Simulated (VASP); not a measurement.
Write the native input for VASP 6.6.1 that does the following.

* Task: relaxation of cell and atoms
* Functional: PBE
* Dispersion: D3(BJ)
* Potentials or basis: VASP PAW PBE potentials, release 64 (Cl)
* Cutoff: 600 eV
* k mesh: 7 × 7 × 4
* Occupations: fermi-dirac, width 0.05 eV
* Spin: no spin polarisation
* Dipole correction: no
* Further INCAR settings: ALGO = Normal; EDIFF = 1e-06; IBRION = 2; EDIFFG = -0.01; NSW = 60; ISIF = 3

The structure of Cl lies in POSCAR:

```
Cl
1.0
    3.1450000000     -2.2500000000      0.0000000000
    3.1450000000      2.2500000000      0.0000000000
    0.0000000000      0.0000000000      8.2100000000
Cl
4
Direct
    0.3700000000      0.6300000000      0.4000000000
    0.1300000000      0.8700000000      0.9000000000
    0.6300000000      0.3700000000      0.6000000000
    0.8700000000      0.1300000000      0.1000000000
```

The input as run:

INCAR

```
SYSTEM = Cl
PREC = Accurate
ENCUT = 600
EDIFF = 1E-6
ISMEAR = -1
SIGMA = 0.05
LREAL = .False.
LASPH = .True.
NELM = 80
ALGO = Normal
ISIF = 3
LWAVE = .False.
LCHARG = .False.
GGA = PE
IVDW = 12
IBRION = 2
NSW = 60
EDIFFG = -0.01
```

KPOINTS

```
Automatic mesh
0
Gamma
  7 7 4
  0 0 0
```

Potentials or basis: VASP PAW PBE potentials, release 64 (Cl).

Launch:

```bash
$ cat potpaw_PBE.64/Cl/POTCAR > POTCAR
$ mpirun -np 1 vasp_std > vasp.out
```

It gave:

```json
{"Relaxed volume": "27.21 Å³/atom", "Relaxed cell": "a = 3.862 Å, b = 3.862 Å, c = 8.098 Å, α = 90.00°, β = 90.00°, γ = 64.31°", "Space group after relaxing (to 0.1 Å)": "Cmce (No. 64)", "Energy gained by relaxing": "10.9 meV/atom", "Ionic steps": "21", "Pressure after relaxing": "0.0 GPa", "Largest force after relaxing": "0.008 eV/Å", "Band gap on the k mesh": "2.35 eV", "Dispersion energy per atom": "-0.163 eV"}
```

Run time: 8.2 min on 1 thread of Intel(R) Xeon(R) 6975P-C (Granite Rapids), on a shared host, peak memory 0.31 GiB.
